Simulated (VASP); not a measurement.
# LiNbO3 (R3c) in VASP: single point with LDA

Aim: the single point of LiNbO3 with LDA.

All numbers are computed with VASP 6.6.1; they aren't measurements. Logs are shortened: lines on timing, memory, paths and dates and some standing lists are left out, and cuts for length are marked.

### Step 1. The cell of the first run

Symmetry: R3c, No. 161, trigonal system. The conventional cell has a = 5.124 Å, b = 5.124 Å, c = 13.555 Å, α = 90.00°, β = 90.00°, γ = 120.00°. Li (site symmetry 3) has 3 O at 1.92 Å within 2.6 Å. Within 2.6 Å of Nb (site symmetry 3) lie 6 O at 1.96 to 1.98 Å. O (site symmetry 1) has 1 Li at 1.92 Å and 2 Nb at 1.96 to 1.98 Å within 2.6 Å.

### Step 2. Single point, LDA (mode 1 (-197.2 1/cm) frozen in, largest displacement +0.033 Å)

File INCAR:

```
SYSTEM = LiNbO3
PREC = Accurate
ENCUT = 520
EDIFF = 1E-7
ISMEAR = 0
SIGMA = 0.05
LREAL = .FALSE.
LASPH = .TRUE.
NELM = 80
ALGO = Normal
ISIF = 2
LWAVE = .FALSE.
LCHARG = .FALSE.
GGA = CA
NBANDS = 45
```

File KPOINTS:

```
regular mesh
0
G
  6 6 6
  0 0 0
```

File POSCAR:

```
LiNbO3
1.0
    2.5620337041      1.4791908488      4.5184286557
   -2.5620337041      1.4791908488      4.5184286557
    0.0000000000     -2.9583816974      4.5184286558
Li Nb O
2 2 6
Direct
    0.2523975887      0.2523975887      0.2523975887
    0.7523975887      0.7523975887      0.7523975887
    0.0002948996      0.0002948996      0.0002948996
    0.5002948996      0.5002948996      0.5002948996
    0.1247752663      0.3739069511      0.7485652784
    0.7485652784      0.1247752663      0.3739069511
    0.3739069511      0.7485652784      0.1247752663
    0.8739069511      0.6247752663      0.2485652784
    0.2485652784      0.8739069511      0.6247752663
    0.6247752663      0.2485652784      0.8739069511
```

Potentials or basis: VASP PAW LDA potentials, release 64 (Li_sv, Nb_sv, O).

Launch:

```
> cat potpaw_LDA.64/Li_sv/POTCAR potpaw_LDA.64/Nb_sv/POTCAR potpaw_LDA.64/O/POTCAR > POTCAR
> mpirun -np 1 vasp_std > vasp.out
```

OUTCAR:

```text
SYSTEM = LiNbO3
   PREC = Accurate
   ENCUT = 520
   EDIFF = 1E-7
   ISMEAR = 0
   LREAL = .FALSE.
   LASPH = .TRUE.
   NELM = 80
   ISIF = 2
   GGA = CA

 ion  position               nearest neighbor table
   1  0.252  0.252  0.252-   9 1.92  10 1.92   8 1.92
   2  0.752  0.752  0.752-   7 1.92   6 1.92   5 1.92
   3  0.000  0.000  0.000-   5 1.96   7 1.96   6 1.96   8 1.98  10 1.98   9 1.98
   4  0.500  0.500  0.500-   8 1.96   9 1.96  10 1.96   5 1.98   6 1.98   7 1.98
   5  0.125  0.374  0.749-   2 1.92   3 1.96   4 1.98
   6  0.749  0.125  0.374-   2 1.92   3 1.96   4 1.98
   7  0.374  0.749  0.125-   2 1.92   3 1.96   4 1.98
   8  0.874  0.625  0.249-   1 1.92   4 1.96   3 1.98
   9  0.249  0.874  0.625-   1 1.92   4 1.96   3 1.98
  10  0.625  0.249  0.874-   1 1.92   4 1.96   3 1.98

  LATTYP: Found a trigonal (rhomboedric) cell.
 ALAT       =     5.4007610376
 COS(alpha) =     0.5499199643

  Lattice vectors:

 A1 = (   2.5620337041,   1.4791908488,   4.5184286557)
 A2 = (  -2.5620337041,   1.4791908488,   4.5184286557)
 A3 = (   0.0000000000,  -2.9583816974,   4.5184286558)

Analysis of symmetry for initial positions (statically):
=====================================================================
 Subroutine PRICEL returns:
 Original cell was already a primitive cell.

 Routine SETGRP: Setting up the symmetry group for a
 trigonal (rhombohedral) supercell.

 Subroutine GETGRP returns: Found  6 space group operations
 (whereof  3 operations were pure point group operations)
 out of a pool of 12 trial point group operations.

The static configuration has the point symmetry C_3 .
 The point group associated with its full space group is C_3v.

Analysis of symmetry for dynamics (positions and initial velocities):
=====================================================================
 Subroutine PRICEL returns:
 Original cell was already a primitive cell.

 Routine SETGRP: Setting up the symmetry group for a
 trigonal (rhombohedral) supercell.

 Subroutine GETGRP returns: Found  6 space group operations
 (whereof  3 operations were pure point group operations)
 out of a pool of 12 trial point group operations.

The dynamic configuration has the point symmetry C_3 .
 The point group associated with its full space group is C_3v.

 Subroutine INISYM returns: Found  6 space group operations
 (whereof  3 operations are pure point group operations),
 and found     1 'primitive' translations

----------------------------------------------------------------------------------------

                                     Primitive cell

  volume of cell :     102.7419

  direct lattice vectors                    reciprocal lattice vectors
     2.562033704  1.479190849  4.518428656     0.195157464  0.112674214  0.073771959
    -2.562033704  1.479190849  4.518428656    -0.195157464  0.112674214  0.073771959
     0.000000000 -2.958381697  4.518428656     0.000000000 -0.225348429  0.073771959

  length of vectors
     5.400761038  5.400761038  5.400761038     0.237116461  0.237116461  0.237116461

  position of ions in fractional coordinates (direct lattice)
     0.252397589  0.252397589  0.252397589
     0.752397589  0.752397589  0.752397589
     0.000294900  0.000294900  0.000294900
     0.500294900  0.500294900  0.500294900
     0.124775266  0.373906951  0.748565278
     0.748565278  0.124775266  0.373906951
     0.373906951  0.748565278  0.124775266
     0.873906951  0.624775266  0.248565278
     0.248565278  0.873906951  0.624775266
     0.624775266  0.248565278  0.873906951

  ion indices of the primitive-cell ions
   primitive index   ion index
                 1           1
                 2           2
                 3           3
                 4           4
                 5           5
                 6           6
                 7           7
                 8           8
                 9           9
                10          10

----------------------------------------------------------------------------------------

 KPOINTS: regular mesh

Automatic generation of k-mesh.
 Grid dimensions read from file:
 generate k-points for:    6    6    6

 Generating k-lattice:

  Cartesian coordinates                     Fractional coordinates (reciprocal lattice)
     0.032526244  0.018779036  0.012295326     0.166666667 -0.000000000  0.000000000
    -0.032526244  0.018779036  0.012295326    -0.000000000  0.166666667  0.000000000
     0.000000000 -0.037558071  0.012295326     0.000000000  0.000000000  0.166666667

  Length of vectors
     0.039519410  0.039519410  0.039519410

  Shift w.r.t. Gamma in fractional coordinates (k-lattice)
     0.000000000  0.000000000  0.000000000

 Subroutine IBZKPT returns following result:
 ===========================================

 Found     32 irreducible k-points:

 Following reciprocal coordinates:
            Coordinates               Weight
  0.000000  0.000000  0.000000      1.000000
  0.166667 -0.000000  0.000000      6.000000
  0.333333 -0.000000  0.000000      6.000000
  0.500000  0.000000  0.000000      3.000000
  0.166667  0.166667 -0.000000      6.000000
  0.333333  0.166667  0.000000     12.000000
[... 16 lines left out ...]
  0.500000  0.500000  0.166667      6.000000
 -0.333333  0.500000  0.166667     12.000000
 [... further k-points ...]
   k-points           NKPTS =     32   k-points in BZ     NKDIM =     32   number of bands    NBANDS=     45
   number of dos      NEDOS =    301   number of ions     NIONS =     10
   total plane-waves  NPLWV =  64000
   dimension x,y,z NGX =    40 NGY =   40 NGZ =   40
   dimension x,y,z NGXF=    80 NGYF=   80 NGZF=   80
   ions per type =               2   2   6
   NGX,Y,Z   is equivalent  to a cutoff of  12.31, 12.31, 12.31 a.u.
   NGXF,Y,Z  is equivalent  to a cutoff of  24.63, 24.63, 24.63 a.u.
 SYSTEM =  LiNbO3
   PREC   = accura    normal or accurate (medium, high low for compatibility)
   ISTART =      0    job   : 0-new  1-cont  2-samecut
   ICHARG =      2    charge: 1-file 2-atom 10-const
   ISPIN  =      1    spin polarized calculation?
   LNONCOLLINEAR =      F non collinear calculations
   LSORBIT =      F    spin-orbit coupling
   LASPH  =      T    aspherical Exc in radial PAW
   ENCUT  =  520.0 eV  38.22 Ry    6.18 a.u.  10.04 10.04 10.04*2*pi/ulx,y,z
   NELM   =     80;   NELMIN=  2; NELMDL= -5     # of ELM steps
   EDIFF  = 0.1E-06   stopping-criterion for ELM
   LREAL  =      F    real-space projection
   EDIFFG = 0.1E-05   stopping-criterion for IOM
   NSW    =      0    number of steps for IOM
   IBRION =     -1    ionic relax: 0-MD 1-quasi-New 2-CG
   NFREE  =      0    steps in history (QN), initial steepest desc. (CG)
   ISIF   =      2    stress and relaxation
   ISYM   =      2    0-nonsym 1-usesym 2-fastsym
   POTIM  = 0.5000    time-step for ionic-motion
   TEBEG  =    0.0;   TEEND  =   0.0 temperature during run
   PSTRESS=    0.0 pullay stress
   NELECT =      68.0000    total number of electrons
   NUPDOWN=      -1.0000    fix difference up-down
   EMIN   =  10.00;   EMAX   =-10.00  energy-range for DOS
   EFERMI =   0.00;   METHOD = LEGACY
   ISMEAR =     0;   SIGMA  =   0.05  broadening in eV -4-tet -1-fermi 0-gaus
   EFERMI_NEDOS =   21; number of points for ismear=-14 and -15
   IALGO  =     38    algorithm
   IMIX   =      4    mixing-type and parameters
     AMIX     =   0.40;   BMIX     =  1.00
     AMIX_MAG =   1.60;   BMIX_MAG =  1.00
  volume/ion in A,a.u.               =      10.27        69.33
  Fermi-wavevector in a.u.,A,eV,Ry     =   1.426687  2.696047 27.693767  2.035434
  Thomas-Fermi vector in A             =   2.546937
   LORBIT       =      0    0 simple, 1 ext, 2 COOP (PROOUT), +10 PAW based schemes
   GGA     = CA    functional components
   LHFCALC =     F    Hartree Fock is set to
   AEXX    =    0.0000 exact exchange contribution
   IVDW    =     0    specifies the selected vdW correction
   LEPSILON=     F    determine dielectric tensor
   LRPA    =     F    only Hartree local field effects (RPA)
 non-spin polarized calculation
 Gauss-broadening in eV      SIGMA  =   0.05
  energy-cutoff  :      520.00
  volume of cell :      102.74
 maximum number of plane-waves:      2804
   NGX = 21   NGY = 21   NGZ = 21

 number of electron      67.9999982 magnetization

 Free energy of the ion-electron system (eV)
  ---------------------------------------------------
  ext. energy  EPLUGINS =         0.00000000
  ---------------------------------------------------
  free energy    TOTEN  =       -87.35617415 eV

  energy without entropy =      -87.35617415  energy(sigma->0) =      -87.35617415

 E-fermi :   4.1693     XC(G=0): -11.5067

 val. band max:        3.7689983660   @ k =  -0.1667   0.1667   0.0000
 cond. band min:       6.3744729943   @ k =   0.5000   0.5000   0.0000
 fundamental gap:      2.6054746283
 Fermi energy:         4.1693426204

 k-point     1 :       0.0000    0.0000    0.0000
  band No.  band energies     occupation
      1     -50.1729      2.00000
      2     -50.1536      2.00000
      3     -37.7706      2.00000
      4     -37.7676      2.00000
      5     -26.6568      2.00000
      6     -26.6568      2.00000
[... 37 lines left out ...]
     44      14.7068      0.00000
     45      14.9759      0.00000

 k-point     2 :       0.1667   -0.0000    0.0000
  band No.  band energies     occupation
      1     -50.1716      2.00000
      2     -50.1549      2.00000
      3     -37.7704      2.00000
      4     -37.7678      2.00000
      5     -26.6452      2.00000
      6     -26.6444      2.00000
[... 37 lines left out ...]
     44      14.5443      0.00000
     45      14.6956      0.00000

 k-point     3 :       0.3333   -0.0000    0.0000
  band No.  band energies     occupation
      1     -50.1680      2.00000
      2     -50.1584      2.00000
      3     -37.7699      2.00000
      4     -37.7683      2.00000
      5     -26.6123      2.00000
      6     -26.6099      2.00000
[... 997 lines left out ...]
     44      13.7332      0.00000
     45      13.7961      0.00000

 k-point    24 :      -0.3333    0.5000    0.1667
  band No.  band energies     occupation
      1     -50.1648      2.00000
      2     -50.1616      2.00000
      3     -37.7694      2.00000
      4     -37.7688      2.00000
      5     -26.6734      2.00000
      6     -26.6678      2.00000
[... 37 lines left out ...]
     44      13.7001      0.00000
     45      14.0202      0.00000

 [... further k-points ...]
[... 5 lines left out ...]
  --------------------------------------------------------------------------------------
  -------------------------------------------------------------------------------------
  Total        0.1023638      0.1023638      0.0677601      0.0000000     -0.0000000     -0.0000000
  in kB        1.5962800      1.5962800      1.0566636      0.0000000     -0.0000000     -0.0000000
  external PRESSURE =       1.4164079 kB  Pullay stress =       0.0000000 kB

 VOLUME and BASIS-vectors are now :
 -----------------------------------------------------------------------------
  energy-cutoff  :      520.00
  volume of cell :      102.74
      direct lattice vectors                 reciprocal lattice vectors
     2.562033704  1.479190849  4.518428656     0.195157464  0.112674214  0.073771959
    -2.562033704  1.479190849  4.518428656    -0.195157464  0.112674214  0.073771959
     0.000000000 -2.958381697  4.518428656     0.000000000 -0.225348429  0.073771959

 POSITION                                       TOTAL-FORCE (eV/Angst)
 -----------------------------------------------------------------------------------
      0.00000      0.00000      3.42132         0.000000      0.000000      0.033017
      0.00000      0.00000     10.19896         0.000000      0.000000      0.033017
      0.00000      0.00000      0.00400         0.000000      0.000000      0.049122
      0.00000      0.00000      6.78164         0.000000      0.000000      0.049122
     -0.63828     -1.47690      5.63560        -0.004355      0.007171     -0.027380
      1.59817      0.18568      5.63560        -0.004033     -0.007358     -0.027380
     -0.95989      1.29122      5.63560         0.008388      0.000186     -0.027380
      0.63828      1.48149      7.89481         0.004355      0.007171     -0.027380
     -1.60215     -0.18797      7.89481        -0.008388      0.000186     -0.027380
      0.96386     -1.29351      7.89481         0.004033     -0.007358     -0.027380
 -----------------------------------------------------------------------------------
    total drift:                                0.000000     -0.000000     -0.001726

  FREE ENERGIE OF THE ION-ELECTRON SYSTEM (eV)
  ---------------------------------------------------
  free  energy   TOTEN  =       -87.3561741524 eV

  energy  without entropy=      -87.3561741524  energy(sigma->0) =      -87.35617415
```

Wall time 3.9 min (1 thread of Intel Xeon Platinum 8259CL at 2.50GHz (Skylake/Cascade Lake), shared host); peak memory 0.26 GiB.

What came out:

```yaml
Free_energy: -87.3562 eV
Largest_force: 0.049 eV/Å
Band_gap_on_the_k_mesh: 2.61 eV, indirect (least direct gap 2.68 eV)
```

Forces in eV/Å, atoms in the order of the input:
```
Li   0.000  0.000  0.033
Li   0.000  0.000  0.033
Nb   0.000  0.000  0.049
Nb   0.000  0.000  0.049
O   -0.004  0.007 -0.027
O   -0.004 -0.007 -0.027
O    0.008  0.000 -0.027
O    0.004  0.007 -0.027
O   -0.008  0.000 -0.027
O    0.004 -0.007 -0.027
```

Caveat: the cell differs from its parent crystal (mode 1 (-197.2 1/cm) frozen in, largest displacement +0.033 Å); the cutoff is under 1.25 times the usual one of these potentials, so pressure, stress and relaxed cells hold a basis-set (Pulay) error. A k mesh can miss the band edges.
